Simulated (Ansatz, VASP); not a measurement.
## One calculation of MgS, two programs

```
Mg S
1.0
     0.03646   -2.69200   -2.58873
    -2.62589    0.02745   -2.57972
     2.70739    2.74648   -5.26839
Mg S
2 2
Direct
  0.99934 0.99903 0.99366
  0.51766 0.47861 0.50159
  0.25288 0.28055 0.24883
  0.73012 0.74182 0.75593
```

Change from the starting cell: cell x2, atoms moved at random (sigma 0.05 Å) and cell strained at random (1.5 %), then relaxed without symmetry.

Alike in both runs: task relaxation of cell and atoms; functional PBE; k mesh 6 × 6 × 6; occupations gaussian, width 0.1 eV; no spin polarisation.

```csv
,VASP,Ansatz
version,VASP 6.6.1,Ansatz 0.2.0
potentials or method,"VASP PAW PBE potentials, release 64 (Mg, S), cutoff 600 eV","scalar-relativistic, plane waves, PAW"
valence electrons in the cell,16,32
```

Ansatz gave:

```
gap on the k mesh at the Fermi level, each at its own relaxed structure (eV)  : 2.74
relaxed volume (Å³/atom)                                                      : 17.89
relaxed length of the cell vector where the two differ most in proportion (Å) : 3.703
```

**Question.** Estimate VASP's values.

**Answer.** gap on the k mesh at the Fermi level, each at its own relaxed structure (eV): 2.74; relaxed volume (Å³/atom): 17.82; relaxed length of the cell vector where the two differ most in proportion (Å): 3.695.

VASP's potentials hold 16 valence electrons a cell and Ansatz's 32, so a difference there can come from the potentials and not from the codes.
